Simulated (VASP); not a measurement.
A run of VASP 6.6.1:

File INCAR:

```
SYSTEM = Ge
ALGO     = Normal         ! electronic algorithm
EDIFF    = 1E-6           ! SCF threshold, eV
ENCUT    = 520            ! plane-wave cutoff, eV
GGA      = PS             ! functional
ISIF     = 2              ! what is computed and relaxed
ISMEAR   = 0              ! smearing method
LASPH    = .TRUE.         ! aspherical terms in the spheres
LCHARG   = .FALSE.        ! write CHGCAR
LREAL    = .FALSE.        ! projectors in reciprocal space
LWAVE    = .FALSE.        ! write WAVECAR
NBANDS   = 21             ! bands
NELM     = 100            ! most SCF steps
PREC     = Accurate       ! precision mode
SIGMA    = 0.15           ! smearing width, eV
```

Contents of KPOINTS:

```
k-points
0
G
  20 20 20
  0 0 0
```

The input POSCAR:

```
Ge
1.0
   -2.4457652330      2.4457652330      1.4323479593
    2.4457652330     -2.4457652330      1.4323479593
    2.4457652330      2.4457652330     -1.4323479593
Ge
2
Direct
    0.2500000000      0.7500000000      0.5000000000
    0.5000000000      0.5000000000      0.0000000000
```

Potentials or basis: VASP PAW PBE potentials, release 64 (Ge_d).

Command:

```bash
$ cat potpaw_PBE.64/Ge_d/POTCAR > POTCAR
$ mpirun -np 1 vasp_std > vasp.out
```

Hardware: 1 thread of Intel(R) Xeon(R) 6975P-C (Granite Rapids) (shared host).

Question: How long does it take, and how much memory?

Answer: Run time: 2.3 min on 1 thread of Intel(R) Xeon(R) 6975P-C (Granite Rapids), on a shared host, peak memory 0.44 GiB. Counts: scf iterations 10, k points 641.
